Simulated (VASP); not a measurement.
# PbS in VASP: notebook, part 2 of 2

VASP 6.6.1.

**3. Single point, PBEsol**

This run uses another cell than the first one, of 34.68 Å³/atom, 1.117 times its volume.

Input file INCAR:

```
SYSTEM = PbS
  PREC = Accurate
  ENCUT = 400
  EDIFF = 1E-6
  ISMEAR = 1
  SIGMA = 0.1
  LREAL = .False.
  LASPH = .True.
  NELM = 120
  ALGO = Normal
  ISIF = 2
  LWAVE = .False.
  LCHARG = .False.
  GGA = PS
  NBANDS = 28
  GGA_COMPAT = .False.
  NELMDL = -8
```

Input file KPOINTS:

```
regular mesh
0
Gamma
  4 4 2
  0 0 0
```

Input file POSCAR:

```
PbS
1.0
    4.0896980000      0.0000000000      0.0000000000
   -2.0448490000      3.5417820000      0.0000000000
    0.0000000000      0.0000000000      9.5763340000
Pb S
2 2
Direct
    0.0000000000      0.0000000000      0.0000000000
    0.0000000000      0.0000000000      0.3955759062
    0.6666666667      0.3333333333      0.1977879531
    0.6666666667      0.3333333333      0.5933638593
```

Potentials or basis: VASP PAW PBE potentials, release 64 (Pb_d, S).

Run with:

```sh
> cat potpaw_PBE.64/Pb_d/POTCAR potpaw_PBE.64/S/POTCAR > POTCAR
> mpirun -np 1 vasp_std > vasp.out
```

OUTCAR:

```text
SYSTEM = PbS
   PREC = Accurate
   ENCUT = 400
   EDIFF = 1E-6
   ISMEAR = 1
   LREAL = .False.
   LASPH = .True.
   NELM = 120
   ISIF = 2
   GGA = PS
   NELMDL = -8

 ion  position               nearest neighbor table
   1  0.000  0.000  0.000-   3 3.03   3 3.03   3 3.03   2 3.79
   2  0.000  0.000  0.396-   4 3.03   3 3.03   4 3.03   3 3.03   4 3.03   3 3.03   1 3.79
   3  0.667  0.333  0.198-   1 3.03   2 3.03   1 3.03   2 3.03   1 3.03   2 3.03
   4  0.667  0.333  0.593-   2 3.03   2 3.03   2 3.03

  LATTYP: Found a hexagonal cell.
 ALAT       =     4.0896980000
 C/A-ratio  =     2.3415748547

  Lattice vectors:

 A1 = (   4.0896980000,   0.0000000000,   0.0000000000)
 A2 = (  -2.0448490000,   3.5417820000,   0.0000000000)
 A3 = (   0.0000000000,   0.0000000000,   9.5763340000)

Analysis of symmetry for initial positions (statically):
=====================================================================
 Subroutine PRICEL returns:
 Original cell was already a primitive cell.

 Routine SETGRP: Setting up the symmetry group for a
 hexagonal supercell.
[... 152 lines left out ...]

  energy without entropy =      -16.58373389  energy(sigma->0) =      -16.58844320

 E-fermi :   3.0220     XC(G=0):  -8.4643

 val. band max:        3.0133835282   @ k =   0.0000   0.0000   0.0000
 cond. band min:       3.0487233447   @ k =   0.2500   0.2500   0.0000
 fundamental gap:      0.0353398165
 Fermi energy:         3.0220271291

 k-point     1 :       0.0000    0.0000    0.0000
  band No.  band energies     occupation
      1     -14.6700      2.00000
      2     -14.6700      2.00000
      3     -14.6552      2.00000
      4     -14.6179      2.00000
      5     -14.6179      2.00000
      6     -13.3890      2.00000
[... 237 lines left out ...]
     27       9.3781      0.00000
     28      10.2932      0.00000

------------------------ aborting loop because EDIFF is reached ----------------------------------------

  FORCE on cell =-STRESS in cart. coord.  units (eV):
  Direction    XX          YY          ZZ          XY          YZ          ZX
  --------------------------------------------------------------------------------------
  -------------------------------------------------------------------------------------
  Total       -3.5426090     -3.5426083     -7.0721544      0.0000000      0.0000000      0.0000000
  in kB      -40.9186648    -40.9186565    -81.6864392      0.0000000      0.0000000      0.0000000
  external PRESSURE =     -54.5079202 kB  Pullay stress =       0.0000000 kB

 VOLUME and BASIS-vectors are now :
 -----------------------------------------------------------------------------
  energy-cutoff  :      400.00
  volume of cell :      138.71
      direct lattice vectors                 reciprocal lattice vectors
     4.089698000  0.000000000  0.000000000     0.244516832  0.141171873  0.000000000
    -2.044849000  3.541782000  0.000000000     0.000000000  0.282343747  0.000000000
     0.000000000  0.000000000  9.576334000     0.000000000  0.000000000  0.104424094

 POSITION                                       TOTAL-FORCE (eV/Angst)
 -----------------------------------------------------------------------------------
      0.00000      0.00000      0.00000         0.000000     -0.000000      0.927181
      0.00000      0.00000      3.78817        -0.000000     -0.000000      2.484476
      2.04485      1.18059      1.89408         0.000000      0.000000     -1.951324
      2.04485      1.18059      5.68225         0.000000     -0.000000     -1.460333
 -----------------------------------------------------------------------------------
    total drift:                               -0.000001      0.000001      0.000908

  FREE ENERGIE OF THE ION-ELECTRON SYSTEM (eV)
  ---------------------------------------------------
  free  energy   TOTEN  =       -16.5907978565 eV

  energy  without entropy=      -16.5837338925  energy(sigma->0) =      -16.58844320
```

Wall time 35 s (1 thread of Intel Xeon Platinum 8259CL at 2.50GHz (Skylake/Cascade Lake), shared host); peak memory 0.2 GiB.

Results:

```
Free energy            : -16.5908 eV
Largest force          : 2.484 eV/Å
Band gap on the k mesh : 0.04 eV, indirect (least direct gap 0.47 eV)
```

Forces in eV/Å, atoms in the order of the input:
```
Pb   0.000  0.000  0.927
Pb   0.000  0.000  2.484
S    0.000  0.000 -1.951
S    0.000  0.000 -1.460
```

Levels at points of the mesh, in eV from the valence-band top:
```csv
k point,band 17,band 18,band 19,band 20,band 21,band 22,band 23,band 24
"(0.00, 0.00, 0.00)",-2.04,-0.42,0.00,0.00,0.47,3.06,3.06,4.03
"(0.50, 0.00, 0.00)",-2.79,-1.86,-0.83,-0.59,0.24,1.63,2.07,2.62
"(0.00, 0.00, 0.50)",-1.95,-1.14,0.00,0.00,1.36,3.06,3.06,3.29
"(0.50, 0.00, 0.50)",-2.79,-1.89,-0.81,-0.62,0.20,1.18,2.18,3.05
```

Caveat: the k points lie up to 0.44 Å⁻¹ apart; the PAW data sets were made with another functional, which shifts forces and pressure a little; spin-orbit coupling is left out, which moves the levels of the heavy elements.

**4. Single point, PBEsol**

This run uses another cell than the first one, of 41.92 Å³/atom, 1.350 times its volume.

Input file INCAR:

```
  ALGO = Normal
  EDIFF = 1E-6
  ENCUT = 400
  GGA = PS
  GGA_COMPAT = F
  ISIF = 2
  ISMEAR = 1
  LASPH = T
  LCHARG = T
  LELF = T
  LREAL = F
  LVHAR = T
  LWAVE = F
  NBANDS = 28
  NELM = 120
  NELMDL = -8
  PREC = Accurate
  SIGMA = 0.1
```

Input file KPOINTS:

```
k-points
0
Gamma
  4 4 2
```

Input file POSCAR:

```
PbS
1.0
    4.0896980000      0.0000000000      0.0000000000
   -2.0448490000      3.5417820000      0.0000000000
    0.0000000000      0.0000000000     11.5763340000
Pb S
2 2
Direct
    0.0000000000      0.0000000000      0.0000000000
    0.0000000000      0.0000000000      0.3272337339
    0.6666666667      0.3333333333      0.1636168670
    0.6666666667      0.3333333333      0.4908506009
```

Run with:

```sh
> cat potpaw_PBE.64/Pb_d/POTCAR potpaw_PBE.64/S/POTCAR > POTCAR
> mpirun -np 1 vasp_std > vasp.out
```

It took 47 s on 1 thread of Intel Xeon Platinum 8259CL at 2.50GHz (Skylake/Cascade Lake), shared host; peak memory 0.23 GiB.

The run converged. Its results:

| Property | Result |
| --- | --- |
| Free energy | -16.2127 eV |
| Largest force | 2.560 eV/Å |
| Band gap on the k mesh | zero (band 20 reaches 1.73 eV, above the bottom of band 21 at 1.72 eV) |

Forces on the atoms (eV/Å):
```
Pb   0.000  0.000  1.341
Pb   0.000  0.000  2.560
S    0.000  0.000 -2.062
S    0.000  0.000 -1.839
```

Levels at points of the mesh, in eV from the Fermi level:
| k point | band 17 | band 18 | band 19 | band 20 | band 21 | band 22 | band 23 | band 24 |
| --- | --- | --- | --- | --- | --- | --- | --- | --- |
| (0.00, 0.00, 0.00) | -2.09 | -0.66 | 0.03 | 0.03 | 0.58 | 2.99 | 2.99 | 3.61 |
| (0.50, 0.00, 0.00) | -2.83 | -1.84 | -0.68 | -0.57 | 0.08 | 1.28 | 2.05 | 2.77 |
| (0.00, 0.00, 0.50) | -2.09 | -0.77 | 0.03 | 0.03 | 0.78 | 2.99 | 2.99 | 3.18 |
| (0.50, 0.00, 0.50) | -2.83 | -1.84 | -0.67 | -0.57 | 0.08 | 1.23 | 2.05 | 2.84 |

Caveat: the k points lie up to 0.44 Å⁻¹ apart; the PAW data sets were made with another functional, which shifts forces and pressure a little; spin-orbit coupling is left out, which moves the levels of the heavy elements.

**5. Summary**

```tsv
cell	smearing	gap on the mesh (eV)	largest force (eV/Å)
a = 4.090, b = 4.090, c = 8.576 Å, angles 90.0, 90.0, 120.0°, 4 atoms	methfessel-paxton 0.0382 eV	0.31	2.07
a = 4.090, b = 4.090, c = 9.576 Å, angles 90.0, 90.0, 120.0°, 4 atoms	methfessel-paxton 0.1 eV	0.04	2.48
a = 4.090, b = 4.090, c = 11.576 Å, angles 90.0, 90.0, 120.0°, 4 atoms	methfessel-paxton 0.1 eV	none	2.56
```

Alike in all rows: task single point; level PBEsol; potentials or basis VASP PAW PBE potentials, release 64 (Pb_d, S); no spin polarisation; k mesh 4 × 4 × 2; cutoff (eV) 400.

Caveats: all runs use coarse meshes; the PAW data sets were made with another functional, which shifts forces and pressure a little; spin-orbit coupling is left out, which moves the levels of the heavy elements.

Absolute energies hang on the potentials; compare differences alone.
